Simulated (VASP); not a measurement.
A run of VASP 6.6.1:

File INCAR:

```
ALGO     = Normal         # electronic algorithm
EDIFF    = 1E-7           # SCF threshold, eV
ENCUT    = 520            # plane-wave cutoff, eV
GGA      = PE             # functional
ISIF     = 2              # what is computed and relaxed
ISMEAR   = 0              # smearing method
LASPH    = T              # aspherical terms in the spheres
LCHARG   = T              # write CHGCAR
LELF     = T              # ELF
LREAL    = F              # projectors in reciprocal space
LVHAR    = T            
LWAVE    = F              # write WAVECAR
NBANDS   = 38             # bands
NELM     = 80             # most SCF steps
PREC     = Accurate       # precision mode
SIGMA    = 0.1            # smearing width, eV
```

File KPOINTS:

```
k-points
0
Gamma
  12 12 4
```

The input POSCAR:

```
HfTi2S4
1.0
    3.3658575208      0.0000000000      0.0000000000
   -1.6829287604      2.9149181185      0.0000000000
    0.0000000000      0.0000000000     12.9095702362
Hf Ti S
1 2 4
Direct
    0.0000000000      0.0000000000      0.0000000000
    0.0000000000      0.0000000000      0.7367510232
    0.0000000000      0.0000000000      0.2632489768
    0.6666666667      0.3333333333      0.8655888703
    0.3333333333      0.6666666667      0.1344111297
    0.6666666667      0.3333333333      0.3714133657
    0.3333333333      0.6666666667      0.6285866343
```

Potentials or basis: VASP PAW PBE potentials, release 64 (Hf_pv, Ti_sv, S).

The run is started by

```sh
$ cat potpaw_PBE.64/Hf_pv/POTCAR potpaw_PBE.64/Ti_sv/POTCAR potpaw_PBE.64/S/POTCAR > POTCAR
$ mpirun -np 1 vasp_std > vasp.out
```

Hardware: 1 thread of AMD EPYC 9R45 (Zen 5), with other jobs on the host.

Task: Estimate the wall time of this run.

Result: Run time: 8 min on 1 thread of AMD EPYC 9R45 (Zen 5), on a shared host, peak memory 0.42 GiB. Counts: scf iterations 29, k points 69.
